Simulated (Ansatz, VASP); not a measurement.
## One calculation of Ti3Al, two programs

The input POSCAR:

```
Ti3Al
1.0
    2.9469304848      0.0000000000      0.0000000000
   -1.4734652423      2.5521166630      0.0000000000
    0.0000000000      0.0000000000      9.2874655158
Ti Al
3 1
Direct
    0.3333333333      0.6666666667      0.2494060000
    0.3333333333      0.6666666667      0.7505940000
    0.6666666667      0.3333333333      0.0000000000
    0.6666666667      0.3333333333      0.5000000000
```

Contents of INCAR.step1:

```
  PREC = Accurate
  ENCUT = 520
  ISMEAR = -1
  SIGMA = 0.05
  LREAL = False
  LASPH = True
  NELM = 80
  NBANDS = 28
  GGA = PE
  ALGO = Normal
  EDIFF = 1E-4
  LWAVE = True
  LCHARG = False
```

INCAR.step2

```
  PREC = Accurate
  ENCUT = 520
  EDIFF = 1E-7
  ISMEAR = -1
  SIGMA = 0.05
  LREAL = False
  LASPH = True
  NELM = 80
  ALGO = Normal
  ISIF = 2
  LWAVE = False
  LCHARG = False
  METAGGA = R2SCAN
  LMIXTAU = True
  NBANDS = 28
  ISTART = 1
```

Contents of KPOINTS:

```
regular mesh
0
Gamma
  10 10 3
```

The input input.yaml:

```yaml
crystal:
  lattice:
    - [2.9469304848, 0.0, 0.0]
    - [-1.4734652423, 2.552116663, 0.0]
    - [0.0, 0.0, 9.2874655158]
  atoms:
    - { symbol: Ti, position: [0.3333333333, 0.6666666667, 0.249406] }
    - { symbol: Ti, position: [0.3333333333, 0.6666666667, 0.750594] }
    - { symbol: Ti, position: [0.6666666667, 0.3333333333, 0.0] }
    - { symbol: Al, position: [0.6666666667, 0.3333333333, 0.5] }
hamiltonian:
  xc: r2scan
  pseudopotentials: { kind: paw }
kpoints:
  mp_grid: { grid: [10, 10, 3] }
scf:
  occupations: { method: fermi_dirac, width: 0.05 }
output:
  forces: true
  stress: true
  eigenvalues: true
```

Alike in both runs: task single point; functional r2SCAN; k mesh 10 × 10 × 3; occupations fermi-dirac, width 0.05 eV; no spin polarisation.

|  | VASP | Ansatz |
| --- | --- | --- |
| version | VASP 6.6.1 | Ansatz 0.2.0 |
| potentials or method | VASP PAW PBE potentials, release 64 (Ti_sv, Al) | Ansatz PAW |
| plane-wave cutoff (eV) | 520 | 500 |
| valence electrons in the cell | 39 | 39 |

Ansatz gave:

* gap on the k mesh at the Fermi level (eV): none
* pressure (GPa): -3.0
* traceless stress, the component that is largest in VASP (GPa): -0.09
* rms of the force components (eV/Å): 0.007

**Question.** What did VASP give for the same quantities?

**Answer.** gap on the k mesh at the Fermi level (eV): none; pressure (GPa): -2.7; traceless stress, the component that is largest in VASP (GPa): -0.08; rms of the force components (eV/Å): 0.000.

VASP's potentials were made for PBE, not for r2SCAN. Atom by atom the forces differ by 0.007 eV/Å (rms over components). A gap of «none» marks a metal or a gap that the smearing closes. The functional is the same, so the differences come from potentials, cutoffs and numerics.
